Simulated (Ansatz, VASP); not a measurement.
**Two plane-wave programs on FePt**

```
Pt Fe
1.0
     2.75934    0.00000    0.00000
     0.00000    2.75934    0.00000
     0.00000    0.00000    3.76895
Pt Fe
1 1
Direct
  0.50000 0.50000 0.50000
  0.00000 0.00000 0.00000
```

Alike in both runs: task single point; functional r2SCAN; k mesh 10 × 10 × 7; occupations fermi-dirac, width 0.05 eV; collinear spin.

|  | VASP | Ansatz |
| --- | --- | --- |
| version | VASP 6.6.1 | Ansatz 0.2.0 |
| potentials or method | VASP PAW PBE potentials, release 64 (Pt, Fe) | Ansatz PAW |
| plane-wave cutoff (eV) | 520 | 500 |
| valence electrons in the cell | 18 | 34 |

```csv
,VASP,Ansatz,Ansatz less VASP
gap on the k mesh at the Fermi level (eV),none,none,-
pressure (GPa),-6.1,-6.1,-0.02
"traceless stress, the component that is largest in VASP (GPa)",-0.81,-0.75,+0.062
net moment per atom (μB),1.81,1.81,+0.003
size of the moment on the site where the two differ most (μB),0.35,0.42,+0.064
```

VASP's potentials were made for PBE, not for r2SCAN. Site moments also hang on the region over which each program counts them. A gap of «none» marks a metal or a gap that the smearing closes. VASP's potentials hold 18 valence electrons a cell and Ansatz's 34, so a difference there can come from the potentials and not from the codes.

Neither program's run includes spin-orbit coupling. Noted on Ansatz's run: the magnetic or orbital state may not be the lowest.
